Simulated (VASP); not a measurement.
# SnO2 (Pbcn) in VASP: notebook, part 3 of 3

VASP 6.6.1.

## 4. Single point, r2SCAN (uniaxial strain along c: -1.0 %)

File POSCAR:

```
SnO2
1.0
    4.7440916600      0.0000000000      0.0000000000
    0.0000000000      5.7577134448      0.0000000000
    0.0000000000      0.0000000000      5.1857256908
Sn O
4 8
Direct
    0.5000000000      0.6651905251      0.7500000000
    0.0000000000      0.8348094749      0.2500000000
    0.5000000000      0.3348094749      0.2500000000
    0.0000000000      0.1651905251      0.7500000000
    0.7297996671      0.6076164226      0.0788779037
    0.2297996671      0.8923835774      0.9211220963
    0.7702003329      0.8923835774      0.5788779037
    0.2702003329      0.6076164226      0.4211220963
    0.7297996671      0.3923835774      0.5788779037
    0.2297996671      0.1076164226      0.4211220963
    0.7702003329      0.1076164226      0.0788779037
    0.2702003329      0.3923835774      0.9211220963
```

File INCAR.step1:

```
  PREC = Accurate
  ENCUT = 520
  ISMEAR = 0
  SIGMA = 0.02
  LREAL = F
  LASPH = T
  NELM = 60
  NBANDS = 64
  GGA = PE
  ALGO = Normal
  EDIFF = 1E-4
  LWAVE = T
  LCHARG = F
```

File INCAR.step2:

```
  PREC = Accurate
  ENCUT = 520
  EDIFF = 1E-6
  ISMEAR = 0
  SIGMA = 0.02
  LREAL = F
  LASPH = T
  NELM = 60
  ALGO = Normal
  ISIF = 2
  LWAVE = F
  LCHARG = F
  METAGGA = R2SCAN
  LMIXTAU = T
  NBANDS = 64
  ISTART = 1
```

File KPOINTS:

```
regular mesh
0
Gamma
  6 6 6
```

Potentials or basis: VASP PAW PBE potentials, release 64 (Sn_d, O).

Run with:

```console
cat potpaw_PBE.64/Sn_d/POTCAR potpaw_PBE.64/O/POTCAR > POTCAR
cp INCAR.step1 INCAR
mpirun -np 1 vasp_std > vasp.out
cp INCAR.step2 INCAR
mpirun -np 1 vasp_std > vasp.out
```

OUTCAR:

```text
PREC = Accurate
   ENCUT = 520
   EDIFF = 1E-6
   ISMEAR = 0
   LREAL = F
   LASPH = T
   NELM = 60
   ISIF = 2
   METAGGA = R2SCAN
   ISTART = 1

 ion  position               nearest neighbor table
   1  0.500  0.665  0.750-   6 2.04   7 2.04   5 2.05   8 2.05   9 2.11  12 2.11   3 3.22   3 3.22
                             2 3.65   2 3.65   2 3.65   2 3.65   4 3.73   4 3.73   4 3.73   4 3.73
   2  0.000  0.835  0.250-   5 2.04   8 2.04   7 2.05   6 2.05  10 2.11  11 2.11   4 3.22   4 3.22
                             1 3.65   1 3.65   1 3.65   1 3.65   3 3.73   3 3.73   3 3.73   3 3.73
   3  0.500  0.335  0.250-  10 2.04  11 2.04   9 2.05  12 2.05   5 2.11   8 2.11   1 3.22   1 3.22
                             4 3.65   4 3.65   4 3.65   4 3.65   2 3.73   2 3.73   2 3.73   2 3.73
   4  0.000  0.165  0.750-   9 2.04  12 2.04  11 2.05  10 2.05   6 2.11   7 2.11   2 3.22   2 3.22
                             3 3.65   3 3.65   3 3.65   3 3.65   1 3.73   1 3.73   1 3.73   1 3.73
   5  0.730  0.608  0.079-   2 2.04   1 2.05   3 2.11
   6  0.230  0.892  0.921-   1 2.04   2 2.05   4 2.11
   7  0.770  0.892  0.579-   1 2.04   2 2.05   4 2.11
   8  0.270  0.608  0.421-   2 2.04   1 2.05   3 2.11
   9  0.730  0.392  0.579-   4 2.04   3 2.05   1 2.11
  10  0.230  0.108  0.421-   3 2.04   4 2.05   2 2.11
  11  0.770  0.108  0.079-   3 2.04   4 2.05   2 2.11
  12  0.270  0.392  0.921-   4 2.04   3 2.05   1 2.11

  LATTYP: Found a simple orthorhombic cell.
 ALAT       =     4.7440916600
 B/A-ratio  =     1.0930913782
 C/A-ratio  =     1.2136598231

  Lattice vectors:

 A1 = (  -4.7440916600,   0.0000000000,   0.0000000000)
 A2 = (   0.0000000000,   0.0000000000,   5.1857256908)
 A3 = (   0.0000000000,   5.7577134448,   0.0000000000)

Analysis of symmetry for initial positions (statically):
=====================================================================
 Subroutine PRICEL returns:
 Original cell was already a primitive cell.

 Routine SETGRP: Setting up the symmetry group for a
 simple orthorhombic supercell.

 Subroutine GETGRP returns: Found  8 space group operations
 (whereof  2 operations were pure point group operations)
 out of a pool of  8 trial point group operations.

The static configuration has the point symmetry S_2 .
 The point group associated with its full space group is D_2h.

Analysis of symmetry for dynamics (positions and initial velocities):
=====================================================================
 Subroutine PRICEL returns:
 Original cell was already a primitive cell.

 Routine SETGRP: Setting up the symmetry group for a
 simple orthorhombic supercell.

 Subroutine GETGRP returns: Found  8 space group operations
 (whereof  2 operations were pure point group operations)
 out of a pool of  8 trial point group operations.

The dynamic configuration has the point symmetry S_2 .
 The point group associated with its full space group is D_2h.

 Subroutine INISYM returns: Found  8 space group operations
 (whereof  2 operations are pure point group operations),
 and found     1 'primitive' translations

----------------------------------------------------------------------------------------
[... 96 lines left out ...]
   number of dos      NEDOS =    301   number of ions     NIONS =     12
   total plane-waves  NPLWV =  69120
   dimension x,y,z NGX =    36 NGY =   48 NGZ =   40
   dimension x,y,z NGXF=    72 NGYF=   96 NGZF=   80
   ions per type =               4   8
   NGX,Y,Z   is equivalent  to a cutoff of  12.62, 13.86, 12.82 a.u.
   NGXF,Y,Z  is equivalent  to a cutoff of  25.23, 27.72, 25.65 a.u.
 SYSTEM =  unknown system
   PREC   = accura    normal or accurate (medium, high low for compatibility)
   ISTART =      1    job   : 0-new  1-cont  2-samecut
   ICHARG =      0    charge: 1-file 2-atom 10-const
   ISPIN  =      1    spin polarized calculation?
   LNONCOLLINEAR =      F non collinear calculations
   LSORBIT =      F    spin-orbit coupling
   LASPH  =      T    aspherical Exc in radial PAW
   ENCUT  =  520.0 eV  38.22 Ry    6.18 a.u.   8.82 10.71  9.64*2*pi/ulx,y,z
   NELM   =     60;   NELMIN=  2; NELMDL=  0     # of ELM steps
   EDIFF  = 0.1E-05   stopping-criterion for ELM
   LREAL  =      F    real-space projection
   EDIFFG = 0.1E-04   stopping-criterion for IOM
   NSW    =      0    number of steps for IOM
   IBRION =     -1    ionic relax: 0-MD 1-quasi-New 2-CG
   NFREE  =      0    steps in history (QN), initial steepest desc. (CG)
   ISIF   =      2    stress and relaxation
   ISYM   =      2    0-nonsym 1-usesym 2-fastsym
   POTIM  = 0.5000    time-step for ionic-motion
   TEBEG  =    0.0;   TEEND  =   0.0 temperature during run
   PSTRESS=    0.0 pullay stress
   NELECT =     104.0000    total number of electrons
   NUPDOWN=      -1.0000    fix difference up-down
   EMIN   =  10.00;   EMAX   =-10.00  energy-range for DOS
   EFERMI =   0.00;   METHOD = LEGACY
   ISMEAR =     0;   SIGMA  =   0.02  broadening in eV -4-tet -1-fermi 0-gaus
   EFERMI_NEDOS =   21; number of points for ismear=-14 and -15
   IALGO  =     38    algorithm
   IMIX   =      4    mixing-type and parameters
     AMIX     =   0.40;   BMIX     =  1.00
     AMIX_MAG =   1.60;   BMIX_MAG =  1.00
  volume/ion in A,a.u.               =      11.80        79.66
  Fermi-wavevector in a.u.,A,eV,Ry     =   1.476891  2.790919 29.677116  2.181206
  Thomas-Fermi vector in A             =   2.591362
   LORBIT       =      0    0 simple, 1 ext, 2 COOP (PROOUT), +10 PAW based schemes
   METAGGA = R2SCAN    functional components
   LHFCALC =     F    Hartree Fock is set to
   AEXX    =    0.0000 exact exchange contribution
   IVDW    =     0    specifies the selected vdW correction
   LEPSILON=     F    determine dielectric tensor
   LRPA    =     F    only Hartree local field effects (RPA)
 non-spin polarized calculation
 Gauss-broadening in eV      SIGMA  =   0.02
  energy-cutoff  :      520.00
  volume of cell :      141.65
 maximum number of plane-waves:      3854
 NGX is ok and might be reduce to    36
   NGX = 17   NGY = 21   NGZ = 19

 number of electron     103.9999979 magnetization

 Free energy of the ion-electron system (eV)
  ---------------------------------------------------
  ext. energy  EPLUGINS =         0.00000000
  ---------------------------------------------------
  free energy    TOTEN  =      -169.03494408 eV

  energy without entropy =     -169.03494408  energy(sigma->0) =     -169.03494408

 E-fermi :   5.6713     XC(G=0): -12.1378

 val. band max:        5.5074586210   @ k =   0.0000   0.0000   0.0000
 cond. band min:       7.6974083662   @ k =   0.0000   0.0000   0.0000
 fundamental gap:      2.1899497452
 Fermi energy:         5.6713001824

 k-point     1 :       0.0000    0.0000    0.0000
  band No.  band energies     occupation
      1     -15.8083      2.00000
      2     -15.6127      2.00000
      3     -15.5244      2.00000
      4     -15.2216      2.00000
      5     -15.0545      2.00000
      6     -14.7764      2.00000
[... 1597 lines left out ...]
     63      17.4650      0.00000
     64      17.4650      0.00000

 [... further k-points ...]

------------------------ aborting loop because EDIFF is reached ----------------------------------------

  FORCE on cell =-STRESS in cart. coord.  units (eV):
  Direction    XX          YY          ZZ          XY          YZ          ZX
  --------------------------------------------------------------------------------------
  -------------------------------------------------------------------------------------
  Total        1.3909583      1.1755917      4.0142331      0.0000000      0.0000000      0.0000000
  in kB       15.7330181     13.2970234     45.4046687      0.0000000      0.0000000      0.0000000
  external PRESSURE =      24.8115701 kB  Pullay stress =       0.0000000 kB

 VOLUME and BASIS-vectors are now :
 -----------------------------------------------------------------------------
  energy-cutoff  :      520.00
  volume of cell :      141.65
      direct lattice vectors                 reciprocal lattice vectors
     4.744091660  0.000000000  0.000000000     0.210788507  0.000000000  0.000000000
     0.000000000  5.757713445  0.000000000     0.000000000  0.173680057  0.000000000
     0.000000000  0.000000000  5.185725691     0.000000000  0.000000000  0.192837041

 POSITION                                       TOTAL-FORCE (eV/Angst)
 -----------------------------------------------------------------------------------
      2.37205      3.82998      3.88929        -0.000000      0.112910     -0.000000
      0.00000      4.80659      1.29643        -0.000000     -0.112910     -0.000000
      2.37205      1.92774      1.29643        -0.000000     -0.112910     -0.000000
      0.00000      0.95112      3.88929        -0.000000      0.112910     -0.000000
      3.46224      3.49848      0.40904         0.060799     -0.011439      0.046522
      1.09019      5.13809      4.77669         0.060799      0.011439     -0.046522
      3.65390      5.13809      3.00190        -0.060799      0.011439      0.046522
      1.28186      3.49848      2.18382        -0.060799     -0.011439     -0.046522
      3.46224      2.25923      3.00190         0.060799      0.011439      0.046522
      1.09019      0.61962      2.18382         0.060799     -0.011439     -0.046522
      3.65390      0.61962      0.40904        -0.060799     -0.011439      0.046522
      1.28186      2.25923      4.77669        -0.060799      0.011439     -0.046522
 -----------------------------------------------------------------------------------
    total drift:                                0.000000      0.000000      0.000000

  FREE ENERGIE OF THE ION-ELECTRON SYSTEM (eV)
  ---------------------------------------------------
  free  energy   TOTEN  =      -169.0349440830 eV

  energy  without entropy=     -169.0349440830  energy(sigma->0) =     -169.03494408
```

It took 64 min on 1 thread of Oxide Virtual Turin-like, shared host; peak memory 0.51 GiB.

Results:

```
Free energy            : -169.0349 eV
Pressure               : 2.5 GPa
Largest force          : 0.113 eV/Å
Band gap on the k mesh : 2.19 eV
```

Forces in eV/Å, atoms in the order of the input:
```
Sn   0.000  0.113  0.000
Sn   0.000 -0.113  0.000
Sn   0.000 -0.113  0.000
Sn   0.000  0.113  0.000
O    0.061 -0.011  0.047
O    0.061  0.011 -0.047
O   -0.061  0.011  0.047
O   -0.061 -0.011 -0.047
O    0.061  0.011  0.047
O    0.061 -0.011 -0.047
O   -0.061 -0.011  0.047
O   -0.061  0.011 -0.047
```

Levels at points of the mesh, in eV from the valence-band top:
```
           k point  band 49  band 50  band 51  band 52  band 53  band 54  band 55  band 56
(0.00, 0.00, 0.00)    -0.51    -0.15    -0.13     0.00     2.19     7.08     7.17     7.79
(0.50, 0.00, 0.00)    -0.27    -0.27    -0.06    -0.06     5.41     5.41     6.16     6.16
(0.00, 0.50, 0.00)    -0.86    -0.86    -0.09    -0.09     4.88     4.88     7.88     7.88
(0.50, 0.50, 0.00)    -0.54    -0.54    -0.20    -0.20     5.88     5.88     7.00     7.00
(0.00, 0.00, 0.50)    -0.22    -0.22    -0.17    -0.17     5.30     5.30     7.16     7.16
(0.50, 0.00, 0.50)    -0.25    -0.25    -0.25    -0.25     5.87     5.87     5.87     5.87
(0.00, 0.50, 0.50)    -0.30    -0.30    -0.30    -0.30     6.44     6.44     6.44     6.44
(0.50, 0.50, 0.50)    -0.38    -0.38    -0.38    -0.38     6.33     6.33     6.33     6.33
```

Caveat: the cell differs from its parent crystal (uniaxial strain along c: -1.0 %); the PAW data sets were made with another functional, which shifts forces and pressure a little; spin-orbit coupling is left out, which moves the levels of the heavy elements.

## 5. Overview

```tsv
cell	gap on the mesh (eV)	pressure (GPa)	largest force (eV/Å)
a = 4.732, b = 5.743, c = 5.238 Å, 12 atoms	2.10	1.1	0.02
a = 4.735, b = 5.751, c = 5.247 Å, 12 atoms	2.06	0.2	0.01
a = 4.744, b = 5.758, c = 5.186 Å, 12 atoms	2.19	2.5	0.11
```

Alike in all rows: task single point; level r2SCAN; potentials or basis VASP PAW PBE potentials, release 64 (Sn_d, O); no spin polarisation; k mesh 6 × 6 × 6; cutoff (eV) 520; smearing gaussian 0.02 eV.

Caveats: the PAW data sets were made with another functional, which shifts forces and pressure a little; spin-orbit coupling is left out, which moves the levels of the heavy elements.

Absolute energies hang on the potentials; compare differences alone.
